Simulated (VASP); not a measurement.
# InWSe3 (Pm-3m) in VASP: notebook

The runs below take InWSe3 through relaxation of cell and atoms, single point, with PBE.

Program: VASP 6.6.1. These are calculated values, not measurements. Logs are shortened: lines on timing, memory, paths and dates and some standing lists are left out, and cuts for length are marked.

## Step 1: The cell of the first run

It takes space group Pm-3m (No. 221, cubic). Conventional cell: a = 4.858 Å, b = 4.858 Å, c = 4.858 Å, α = 90.00°, β = 90.00°, γ = 90.00°. Within 4.5 Å of In (site symmetry m-3m) lie 12 Se at 3.44 Å and 8 W at 4.21 Å. Within 3.2 Å of W (site symmetry m-3m) lie 6 Se at 2.43 Å. Within 3.2 Å of Se (site symmetry 4/mmm) lie 2 W at 2.43 Å.

## Step 2: Relaxation of cell and atoms, PBE

INCAR reads:

```
  PREC = Accurate
  ENCUT = 600
  EDIFF = 1E-6
  ISMEAR = 0
  SIGMA = 0.1
  LREAL = F
  LASPH = T
  NELM = 100
  ALGO = Normal
  ISIF = 3
  LWAVE = F
  LCHARG = F
  GGA = PE
  IBRION = 2
  NSW = 90
  EDIFFG = -0.04
```

KPOINTS reads:

```
regular mesh
0
Gamma
  4 4 4
```

POSCAR reads:

```
InWSe3
1.0
    4.8584249000      0.0000000000      0.0000000000
    0.0000000000      4.8584249000      0.0000000000
    0.0000000000      0.0000000000      4.8584249000
In W Se
1 1 3
Direct
    0.5000000000      0.5000000000      0.5000000000
    0.0000000000      0.0000000000      0.0000000000
    0.5000000000      0.0000000000      0.0000000000
    0.0000000000      0.5000000000      0.0000000000
    0.0000000000      0.0000000000      0.5000000000
```

Potentials or basis: VASP PAW PBE potentials, release 64 (In_d, W_sv, Se).

Started as:

```bash
cat potpaw_PBE.64/In_d/POTCAR potpaw_PBE.64/W_sv/POTCAR potpaw_PBE.64/Se/POTCAR > POTCAR
mpirun -np 1 vasp_std > vasp.out
```

OUTCAR:

```text
PREC = Accurate
   ENCUT = 600
   EDIFF = 1E-6
   ISMEAR = 0
   LREAL = F
   LASPH = T
   NELM = 100
   ISIF = 3
   GGA = PE
   IBRION = 2
   NSW = 90
   EDIFFG = -0.04

 ion  position               nearest neighbor table
   1  0.500  0.500  0.500-
   2  0.000  0.000  0.000-   3 2.43   4 2.43   5 2.43   5 2.43   4 2.43   3 2.43
   3  0.500  0.000  0.000-   2 2.43   2 2.43
   4  0.000  0.500  0.000-   2 2.43   2 2.43
   5  0.000  0.000  0.500-   2 2.43   2 2.43

  LATTYP: Found a simple cubic cell.
 ALAT       =     4.8584249000

  Lattice vectors:

 A1 = (   4.8584249000,   0.0000000000,   0.0000000000)
 A2 = (   0.0000000000,   4.8584249000,   0.0000000000)
 A3 = (   0.0000000000,   0.0000000000,   4.8584249000)

Analysis of symmetry for initial positions (statically):
=====================================================================
 Subroutine PRICEL returns:
 Original cell was already a primitive cell.

 Routine SETGRP: Setting up the symmetry group for a
 simple cubic supercell.

 Subroutine GETGRP returns: Found 48 space group operations
 (whereof 48 operations were pure point group operations)
 out of a pool of 48 trial point group operations.

The static configuration has the point symmetry O_h .

Analysis of symmetry for dynamics (positions and initial velocities):
=====================================================================
 Subroutine PRICEL returns:
 Original cell was already a primitive cell.

 Routine SETGRP: Setting up the symmetry group for a
 simple cubic supercell.

 Subroutine GETGRP returns: Found 48 space group operations
 (whereof 48 operations were pure point group operations)
 out of a pool of 48 trial point group operations.

The dynamic configuration has the point symmetry O_h .

 Subroutine INISYM returns: Found 48 space group operations
 (whereof 48 operations are pure point group operations),
 and found     1 'primitive' translations

----------------------------------------------------------------------------------------

                                     Primitive cell

  volume of cell :     114.6797

  direct lattice vectors                    reciprocal lattice vectors
     4.858424900  0.000000000  0.000000000     0.205828025  0.000000000  0.000000000
     0.000000000  4.858424900  0.000000000     0.000000000  0.205828025  0.000000000
     0.000000000  0.000000000  4.858424900     0.000000000  0.000000000  0.205828025

  length of vectors
     4.858424900  4.858424900  4.858424900     0.205828025  0.205828025  0.205828025

  position of ions in fractional coordinates (direct lattice)
     0.500000000  0.500000000  0.500000000
     0.000000000  0.000000000  0.000000000
     0.500000000  0.000000000  0.000000000
     0.000000000  0.500000000  0.000000000
     0.000000000  0.000000000  0.500000000

  ion indices of the primitive-cell ions
   primitive index   ion index
                 1           1
                 2           2
                 3           3
                 4           4
                 5           5

----------------------------------------------------------------------------------------

 KPOINTS: regular mesh

Automatic generation of k-mesh.
 Grid dimensions read from file:
 generate k-points for:    4    4    4

 Generating k-lattice:

  Cartesian coordinates                     Fractional coordinates (reciprocal lattice)
     0.051457006  0.000000000  0.000000000     0.250000000  0.000000000  0.000000000
     0.000000000  0.051457006  0.000000000     0.000000000  0.250000000  0.000000000
     0.000000000  0.000000000  0.051457006     0.000000000  0.000000000  0.250000000

  Length of vectors
     0.051457006  0.051457006  0.051457006

  Shift w.r.t. Gamma in fractional coordinates (k-lattice)
     0.000000000  0.000000000  0.000000000

 Subroutine IBZKPT returns following result:
 ===========================================

 Found     10 irreducible k-points:

 Following reciprocal coordinates:
            Coordinates               Weight
  0.000000  0.000000  0.000000      1.000000
  0.250000  0.000000  0.000000      6.000000
  0.500000  0.000000  0.000000      3.000000
  0.250000  0.250000  0.000000     12.000000
  0.500000  0.250000  0.000000     12.000000
  0.500000  0.500000  0.000000      3.000000
  0.250000  0.250000  0.250000      8.000000
  0.500000  0.250000  0.250000     12.000000
  0.500000  0.500000  0.250000      6.000000
  0.500000  0.500000  0.500000      1.000000
   k-points           NKPTS =     10   k-points in BZ     NKDIM =     10   number of bands    NBANDS=     27
   number of dos      NEDOS =    301   number of ions     NIONS =      5
   total plane-waves  NPLWV =  64000
   dimension x,y,z NGX =    40 NGY =   40 NGZ =   40
   dimension x,y,z NGXF=    80 NGYF=   80 NGZF=   80
   ions per type =               1   1   3
   NGX,Y,Z   is equivalent  to a cutoff of  13.69, 13.69, 13.69 a.u.
   NGXF,Y,Z  is equivalent  to a cutoff of  27.37, 27.37, 27.37 a.u.
 SYSTEM =  unknown system
   PREC   = accura    normal or accurate (medium, high low for compatibility)
   ISTART =      0    job   : 0-new  1-cont  2-samecut
   ICHARG =      2    charge: 1-file 2-atom 10-const
   ISPIN  =      1    spin polarized calculation?
   LNONCOLLINEAR =      F non collinear calculations
   LSORBIT =      F    spin-orbit coupling
   LASPH  =      T    aspherical Exc in radial PAW
   ENCUT  =  600.0 eV  44.10 Ry    6.64 a.u.   9.70  9.70  9.70*2*pi/ulx,y,z
   NELM   =    100;   NELMIN=  2; NELMDL= -5     # of ELM steps
   EDIFF  = 0.1E-05   stopping-criterion for ELM
   LREAL  =      F    real-space projection
   EDIFFG = -.4E-01   stopping-criterion for IOM
   NSW    =     90    number of steps for IOM
   IBRION =      2    ionic relax: 0-MD 1-quasi-New 2-CG
   NFREE  =      1    steps in history (QN), initial steepest desc. (CG)
   ISIF   =      3    stress and relaxation
   ISYM   =      2    0-nonsym 1-usesym 2-fastsym
   POTIM  = 0.5000    time-step for ionic-motion
   TEBEG  =    0.0;   TEEND  =   0.0 temperature during run
   PSTRESS=    0.0 pullay stress
   NELECT =      45.0000    total number of electrons
   NUPDOWN=      -1.0000    fix difference up-down
   EMIN   =  10.00;   EMAX   =-10.00  energy-range for DOS
   EFERMI =   0.00;   METHOD = LEGACY
   ISMEAR =     0;   SIGMA  =   0.10  broadening in eV -4-tet -1-fermi 0-gaus
   EFERMI_NEDOS =   21; number of points for ismear=-14 and -15
   IALGO  =     38    algorithm
   IMIX   =      4    mixing-type and parameters
     AMIX     =   0.40;   BMIX     =  1.00
     AMIX_MAG =   1.60;   BMIX_MAG =  1.00
  volume/ion in A,a.u.               =      22.94       154.78
  Fermi-wavevector in a.u.,A,eV,Ry     =   1.198533  2.264900 19.544531  1.436483
  Thomas-Fermi vector in A             =   2.334420
   LORBIT       =      0    0 simple, 1 ext, 2 COOP (PROOUT), +10 PAW based schemes
   GGA     = PE    functional components
   LHFCALC =     F    Hartree Fock is set to
   AEXX    =    0.0000 exact exchange contribution
   IVDW    =     0    specifies the selected vdW correction
   LEPSILON=     F    determine dielectric tensor
   LRPA    =     F    only Hartree local field effects (RPA)
 conjugate gradient relaxation of ions
 non-spin polarized calculation
 Gauss-broadening in eV      SIGMA  =   0.10
  energy-cutoff  :      600.00
  volume of cell :      114.68
 maximum number of plane-waves:      3887
 NGX is ok and might be reduce to    40
   NGX = 19   NGY = 19   NGZ = 19

--------------------------------------- Ionic step        1  -------------------------------------------

 number of electron      44.9999996 magnetization

 Free energy of the ion-electron system (eV)
  ---------------------------------------------------
  ext. energy  EPLUGINS =         0.00000000
  ---------------------------------------------------
  free energy    TOTEN  =       -25.37254817 eV

  energy without entropy =      -25.33755920  energy(sigma->0) =      -25.35505368

 E-fermi :   5.9540     XC(G=0): -10.2151

 val. band max:        5.8892649705   @ k =   0.5000   0.5000   0.5000
 cond. band min:       5.9899709652   @ k =   0.2500   0.0000   0.0000
 fundamental gap:      0.1007059946
 Fermi energy:         5.9539785619

 k-point     1 :       0.0000    0.0000    0.0000
  band No.  band energies     occupation
      1     -69.3779      2.00000
      2     -33.6366      2.00000
      3     -33.6366      2.00000
      4     -33.6366      2.00000
      5      -9.0232      2.00000
      6      -8.4988      2.00000
[... 19 lines left out ...]
     26       6.4055      0.00000
     27       6.4055      0.00000
[... 636 lines left out ...]
 POSITION                                       TOTAL-FORCE (eV/Angst)
 -----------------------------------------------------------------------------------
      2.57688      2.57688      2.57688        -0.000000      0.000000      0.000000
      0.00000      0.00000      0.00000         0.000000     -0.000000      0.000000
      2.57688      0.00000     -0.00000         0.000000     -0.000000      0.000000
     -0.00000      2.57688     -0.00000         0.000000     -0.000000      0.000000
      0.00000     -0.00000      2.57688         0.000000     -0.000000      0.000000
 -----------------------------------------------------------------------------------
    total drift:                               -0.000000      0.000000     -0.000000

  FREE ENERGIE OF THE ION-ELECTRON SYSTEM (eV)
  ---------------------------------------------------
  free  energy   TOTEN  =       -25.4665960887 eV

  energy  without entropy=      -25.4292193739  energy(sigma->0) =      -25.44790773

--------------------------------------- Ionic step        3  -------------------------------------------

 number of electron      45.0000003 magnetization

 Free energy of the ion-electron system (eV)
  ---------------------------------------------------
  ext. energy  EPLUGINS =         0.00000000
  ---------------------------------------------------
  free energy    TOTEN  =       -25.65640581 eV

  energy without entropy =      -25.62295549  energy(sigma->0) =      -25.63968065

 E-fermi :   4.9214     XC(G=0):  -9.7692

 val. band max:        4.8336563827   @ k =   0.5000   0.5000   0.5000
 cond. band min:       4.9531227531   @ k =   0.2500   0.0000   0.0000
 fundamental gap:      0.1194663704
 Fermi energy:         4.9214082116

 k-point     1 :       0.0000    0.0000    0.0000
  band No.  band energies     occupation
      1     -70.5566      2.00000
      2     -34.7338      2.00000
      3     -34.7338      2.00000
      4     -34.7338      2.00000
      5      -9.4625      2.00000
      6      -9.4625      2.00000
[... 19 lines left out ...]
     26       5.1649      0.00058
     27       5.1649      0.00058
[... 281 lines left out ...]
 VOLUME and BASIS-vectors are now :
 -----------------------------------------------------------------------------
  energy-cutoff  :      600.00
  volume of cell :      126.07
      direct lattice vectors                 reciprocal lattice vectors
     5.014231960  0.000000000 -0.000000000     0.199432337  0.000000000 -0.000000000
    -0.000000000  5.014231960 -0.000000000    -0.000000000  0.199432337  0.000000000
     0.000000000 -0.000000000  5.014231960     0.000000000  0.000000000  0.199432337

 POSITION                                       TOTAL-FORCE (eV/Angst)
 -----------------------------------------------------------------------------------
      2.50712      2.50712      2.50712        -0.000000      0.000000      0.000000
      0.00000      0.00000      0.00000         0.000000     -0.000000      0.000000
      2.50712      0.00000     -0.00000         0.000000     -0.000000      0.000000
     -0.00000      2.50712     -0.00000         0.000000     -0.000000      0.000000
      0.00000     -0.00000      2.50712         0.000000     -0.000000      0.000000
 -----------------------------------------------------------------------------------
    total drift:                               -0.000000      0.000000     -0.000000

  FREE ENERGIE OF THE ION-ELECTRON SYSTEM (eV)
  ---------------------------------------------------
  free  energy   TOTEN  =       -25.6564058129 eV

  energy  without entropy=      -25.6229554914  energy(sigma->0) =      -25.63968065

 reached required accuracy - stopping structural energy minimisation
```

Run time: 54 s. Hardware: 1 thread of Intel Xeon 6975P-C (Granite Rapids), shared host; peak memory 0.27 GiB.

Results:

```yaml
Free_energy: -25.6564 eV
Relaxed_volume: 25.21 Å³/atom
Relaxed_cell: a = 5.014 Å, b = 5.014 Å, c = 5.014 Å, α = 90.00°, β = 90.00°, γ = 90.00°
Space_group_after_relaxing_to_0.05_Å: Pm-3m (No. 221)
Energy_gained_by_relaxing: 56.8 meV/atom
Ionic_steps: 3
Pressure_after_relaxing: -0.1 GPa
```

Step by step:
```tsv
step	energy change (eV)	largest force (eV/Å)	pressure (GPa)	volume (Å³)
1	0.0000	0.0000	8.80	114.68
2	-0.0940	0.0000	-5.12	136.89
3	-0.2839	0.0000	-0.07	126.07
```

Final structure:
```yaml
crystal:
  lattice:
    - [5.01423, 0.00000, 0.00000]
    - [0.00000, 5.01423, 0.00000]
    - [0.00000, 0.00000, 5.01423]
  atoms:
    - { symbol: In, position: [0.50000, 0.50000, 0.50000] }
    - { symbol: W, position: [0.00000, 0.00000, 0.00000] }
    - { symbol: Se, position: [0.50000, 0.00000, 0.00000] }
    - { symbol: Se, position: [0.00000, 0.50000, 0.00000] }
    - { symbol: Se, position: [0.00000, 0.00000, 0.50000] }
```

Caveat: spin-orbit coupling is left out, which moves the levels of the heavy elements.

## Step 3: Single point, PBE

INCAR reads:

```
SYSTEM = InWSe3
PREC     = Accurate       ! precision mode
ENCUT    = 520            ! plane-wave cutoff, eV
EDIFF    = 1E-7           ! SCF threshold, eV
ISMEAR   = 0              ! smearing method
SIGMA    = 0.1            ! smearing width, eV
LREAL    = .FALSE.        ! projectors in reciprocal space
LASPH    = .TRUE.         ! aspherical terms in the spheres
NELM     = 100            ! most SCF steps
ALGO     = Normal         ! electronic algorithm
ISIF     = 2              ! what is computed and relaxed
LWAVE    = .FALSE.        ! write WAVECAR
LCHARG   = .FALSE.        ! write CHGCAR
GGA      = PE             ! functional
NBANDS   = 30             ! bands
```

KPOINTS reads:

```
Automatic mesh
0
G
  4 4 4
  0 0 0
```

POSCAR is that of step 2.

Potentials or basis: VASP PAW PBE potentials, release 64 (In_d, W_sv, Se).

Started as:

```bash
cat potpaw_PBE.64/In_d/POTCAR potpaw_PBE.64/W_sv/POTCAR potpaw_PBE.64/Se/POTCAR > POTCAR
mpirun -np 1 vasp_std > vasp.out
```

Wall time 62 s (1 thread of Intel Xeon 8259CL, shared host); peak memory 0.23 GiB.

Results (log left out):

- Free energy: -25.3722 eV
- Pressure: 8.8 GPa

Levels at points of the mesh, in eV from the Fermi level:
```csv
k point,band 19,band 20,band 21,band 22,band 23,band 24,band 25,band 26
"(0.00, 0.00, 0.00)",-2.01,-1.79,-1.79,-1.79,-1.14,-1.14,-1.14,0.45
"(0.50, 0.00, 0.00)",-2.37,-1.98,-1.18,-1.18,-0.39,0.49,0.87,0.93
"(0.50, 0.50, 0.00)",-3.24,-3.24,-2.39,-0.08,1.05,1.17,1.17,1.66
"(0.50, 0.50, 0.50)",-4.18,-0.06,-0.06,-0.06,0.61,0.61,0.61,5.56
```

Caveat: spin-orbit coupling is left out, which moves the levels of the heavy elements.
